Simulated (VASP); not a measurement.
Input of a VASP 6.6.1 run:

Contents of INCAR:

```
SYSTEM = Sb
  PREC = Accurate
  ENCUT = 520
  EDIFF = 1E-7
  ISMEAR = -1
  SIGMA = 0.05
  LREAL = .False.
  LASPH = .True.
  NELM = 60
  ALGO = Normal
  ISIF = 2
  LWAVE = .False.
  LCHARG = .False.
  LDIPOL = .True.
  IDIPOL = 3
  DIPOL = 0.5 0.5 0.500
  GGA = CA
  NBANDS = 20
```

File KPOINTS:

```
regular mesh
0
Gamma
  14 14 1
  0 0 0
```

The input POSCAR:

```
Sb
1.0
    3.3135280287      0.0000000000      0.0000000000
   -1.6567640144      2.8695994490      0.0000000000
    0.0000000000      0.0000000000     26.8219000000
Sb
5
Direct
    0.8333333333      0.1666666667      0.2992604612
    0.1666666667      0.8333333333      0.3953336215
    0.5000000000      0.5000000000      0.4999999999
    0.8333333333      0.1666666667      0.6046663786
    0.1666666667      0.8333333333      0.7007395388
```

Potentials or basis: VASP PAW LDA potentials, release 64 (Sb).

The run is started by

```bash
$ cat potpaw_LDA.64/Sb/POTCAR > POTCAR
$ mpirun -np 1 vasp_std > vasp.out
```

Question: What does it give for the largest force?

Answer: 0.021 eV/Å.

Question: Predict the band gap on the k mesh.

Answer: Zero (an odd number of electrons rules out a gap without spin polarisation).

Forces on the atoms (eV/Å):
```
Sb   0.000  0.000 -0.021
Sb   0.000  0.000  0.017
Sb   0.000  0.000  0.000
Sb   0.000  0.000 -0.017
Sb   0.000  0.000  0.021
```

Caveat: spin-orbit coupling is left out, which moves the levels of the heavy elements.
